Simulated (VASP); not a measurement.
## C: relaxation of cell and atoms with PBEsol

The system is C.

```
C
1.0
     0.00000    1.78574    1.78574
     1.78574    0.00000    1.78574
     1.78574    1.78574    0.00000
C
2
Direct
  0.00000 0.00000 0.00000
  0.25000 0.25000 0.25000
```

```
Program                : VASP 6.6.1
Task                   : relaxation of cell and atoms
Functional             : PBEsol
Potentials or basis    : VASP PAW PBE potentials, release 64 (C)
Cutoff                 : 600 eV
k mesh                 : 12 × 12 × 12
Occupations            : gaussian, width 0.02 eV
Spin                   : no spin polarisation
Dipole correction      : no
Further INCAR settings : ALGO = Normal; EDIFF = 1e-06; IBRION = 2; EDIFFG = -0.005; NSW = 70; ISIF = 3
```

* Relaxed volume: 5.62 Å³/atom
* Relaxed cell: a = 2.514 Å, b = 2.514 Å, c = 2.514 Å, α = 60.00°, β = 60.00°, γ = 60.00°
* Space group after relaxing (to 0.05 Å): Fd-3m (No. 227)
* Energy gained by relaxing: 1.5 meV/atom
* Ionic steps: 3
* Pressure after relaxing: 0.0 GPa
* Band gap on the k mesh: 4.06 eV, indirect (least direct gap 5.57 eV)

The path:
| step | energy change (eV) | largest force (eV/Å) | pressure (GPa) | volume (Å³) |
| --- | --- | --- | --- | --- |
| 1 | 0.0000 | 0.0000 | -6.12 | 11.39 |
| 2 | 0.0019 | 0.0000 | 8.21 | 11.03 |
| 3 | -0.0031 | 0.0000 | -0.02 | 11.23 |

Final structure:
```cif
data_structure
_symmetry_space_group_name_H-M 'P 1'
_symmetry_Int_Tables_number 1
_cell_length_a 2.5137
_cell_length_b 2.5137
_cell_length_c 2.5137
_cell_angle_alpha 60.000
_cell_angle_beta 60.000
_cell_angle_gamma 60.000
_cell_volume 11.23
loop_
_atom_site_label
_atom_site_type_symbol
_atom_site_fract_x
_atom_site_fract_y
_atom_site_fract_z
_atom_site_occupancy
C1 C 0.00000 0.00000 0.00000 1
C2 C 0.25000 0.25000 0.25000 1
```

Levels at points of the mesh, in eV from the valence-band top:
```
           k point  band 1  band 2  band 3  band 4  band 5  band 6  band 7  band 8
(0.00, 0.00, 0.00)  -21.66    0.00    0.00    0.00    5.57    5.57    5.57   13.60
(0.50, 0.00, 0.00)  -15.77  -13.58   -2.84   -2.84    8.43    8.43    8.97   15.58
(0.50, 0.50, 0.00)  -12.85  -12.85   -6.40   -6.40    4.62    4.62   16.93   16.93
```

Wall time 12 s on 1 thread of Intel(R) Xeon(R) 6975P-C (Granite Rapids) (shared host), peak memory 0.12 GiB.

Caveat: the PAW data sets were made with another functional, which shifts forces and pressure a little. A k mesh can miss the band edges.
